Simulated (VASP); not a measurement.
A run of VASP 6.6.1 is set up as follows.

The input INCAR:

```
PREC = Accurate ; ENCUT = 520
EDIFF = 1E-7 ; ISMEAR = 0
SIGMA = 0.01 ; LREAL = F
LASPH = T ; NELM = 60
ALGO = Normal ; ISIF = 2
LWAVE = F ; LCHARG = T
GGA = CA ; LELF = T
LVHAR = T ; NBANDS = 26
```

Contents of KPOINTS:

```
regular mesh
0
Gamma
  6 6 4
```

The input POSCAR:

```
ZnS
1.0
    3.7382324459      0.0093455811      0.0093455811
   -1.8610227123      3.2327314729      0.0034207201
    0.0153574944      0.0153574944      6.1429977760
Zn S
2 2
Direct
    0.3327347758      0.6661900913      0.0056101122
    0.6659787364      0.3328680816      0.5056089874
    0.3327780544      0.6671487653      0.3793980640
    0.6685084335      0.3337930618      0.8793828364
```

Potentials or basis: VASP PAW LDA potentials, release 64 (Zn, S).

Launch:

```sh
$ cat potpaw_LDA.64/Zn/POTCAR potpaw_LDA.64/S/POTCAR > POTCAR
$ mpirun -np 1 vasp_std > vasp.out
```

Question: What does it give for the pressure?

Answer: 0.3 GPa.

Question: Estimate the band gap on the k mesh.

Answer: 2.21 eV.

Stress tensor (GPa, compression positive):
```
 0.30 -0.18 -0.15
-0.18  0.30 -0.15
-0.15 -0.15  0.27
```

Caveat: the cell differs from its parent crystal (equal xy, yz and zx engineering shears of +0.5 %).
